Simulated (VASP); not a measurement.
Wanted: the native input for a VASP 6.6.1 run.

| Property | Result |
| --- | --- |
| Task | single point |
| Functional | r2SCAN |
| Potentials or basis | VASP PAW PBE potentials, release 64 (Sn_d, Se) |
| Cutoff | 520 eV |
| k mesh | 6 × 6 × 4 |
| Occupations | gaussian, width 0.01 eV |
| Spin | no spin polarisation |
| Dipole correction | no |
| Further INCAR settings | ALGO = Normal; EDIFF = 1e-07; NBANDS = 28 |

Crystal: SnSe.

```xyz
4
Lattice="5.0235 0.0000 0.0000 -2.5118 4.3505 0.0000 0.0000 0.0000 6.1113" Properties=species:S:1:pos:R:3 pbc="T T T"
Sn    0.0000    2.9003   -0.2392
Sn    2.5118    1.4502    2.8165
Se    0.0000    2.9003    2.5309
Se    2.5118    1.4502    5.5866
```

The input as run:

POSCAR

```
SnSe
1.0
    5.0235142556      0.0000000000      0.0000000000
   -2.5117571278      4.3504909616      0.0000000000
    0.0000000000      0.0000000000      6.1113111205
Sn Se
2 2
Direct
    0.3333333333      0.6666666667     -0.0391356265
    0.6666666667      0.3333333333      0.4608643735
    0.3333333333      0.6666666667      0.4141356265
    0.6666666667      0.3333333333      0.9141356265
```

INCAR.step1

```
ALGO = Normal
EDIFF = 1E-4
ENCUT = 520
GGA = PE
ISMEAR = 0
LASPH = T
LCHARG = F
LREAL = F
LWAVE = T
NBANDS = 28
NELM = 100
PREC = Accurate
SIGMA = 0.01
```

INCAR.step2

```
ALGO = Normal
EDIFF = 1E-7
ENCUT = 520
ISIF = 2
ISMEAR = 0
ISTART = 1
LASPH = T
LCHARG = F
LMIXTAU = T
LREAL = F
LWAVE = F
METAGGA = R2SCAN
NBANDS = 28
NELM = 100
PREC = Accurate
SIGMA = 0.01
```

KPOINTS

```
k-points
0
Gamma
  6 6 4
```

Potentials or basis: VASP PAW PBE potentials, release 64 (Sn_d, Se).

Run with:

```console
$ cat potpaw_PBE.64/Sn_d/POTCAR potpaw_PBE.64/Se/POTCAR > POTCAR
$ cp INCAR.step1 INCAR
$ mpirun -np 1 vasp_std > vasp.out
$ cp INCAR.step2 INCAR
$ mpirun -np 1 vasp_std > vasp.out
```

Results of the run:

```yaml
Pressure: 1.3 GPa
Largest_force: 0.088 eV/Å
Band_gap_on_the_k_mesh: 0.89 eV (least direct gap 0.97 eV)
```

Caveat: the PAW data sets were made with another functional, which shifts forces and pressure a little; spin-orbit coupling is left out, which moves the levels of the heavy elements.

Run time: 13 min on 1 thread of AMD EPYC 7R43 64-Core Processor (Zen 3), with other jobs on the host, peak memory 0.29 GiB.
